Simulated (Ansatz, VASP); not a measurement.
## ZnSiP2 in VASP and in Ansatz

```
Zn Si P
1.0
    -2.67660    2.67660    5.22236
     2.67660   -2.67660    5.22236
     2.67660    2.67660   -5.22236
Zn Si P
2 2 4
Cartesian
  0.0000 0.0000 0.0000
  0.0000 2.6766 2.6112
  0.0000 0.0000 5.2224
  2.6766 0.0000 2.6112
  1.4162 1.3383 1.3056
  1.2604 1.3383 6.5280
  1.3383 3.9371 -1.3056
  1.3383 -1.2604 3.9168
```

Alike in both runs: functional PBEsol; k mesh 8 × 8 × 8; occupations gaussian, width 0.02 eV; no spin polarisation.

Ansatz relaxed the structure, and its values are those at the end. VASP's run is a single point on that final structure, the one shown.

|  | VASP | Ansatz |
| --- | --- | --- |
| version | VASP 6.6.1 | Ansatz 0.2.0 |
| potentials or method | VASP PAW PBE potentials, release 64 (Zn, Si, P), cutoff 520 eV | scalar-relativistic, plane waves, PAW |
| valence electrons in the cell | 52 | 52 |

|  | VASP | Ansatz | Ansatz less VASP |
| --- | --- | --- | --- |
| gap on the k mesh at the Fermi level (eV) | 1.16 | 1.16 | -0.001 |
| least direct gap on the mesh (eV) | 1.16 | 1.16 | -0.001 |
| pressure (GPa) | 0.1 | 0.0 | -0.14 |
| rms of the force components (eV/Å) | 0.007 | 0.000 | -0.0067 |

VASP's potentials were made for PBE, not for PBEsol. The functional is the same, so the differences come from potentials, cutoffs and numerics.
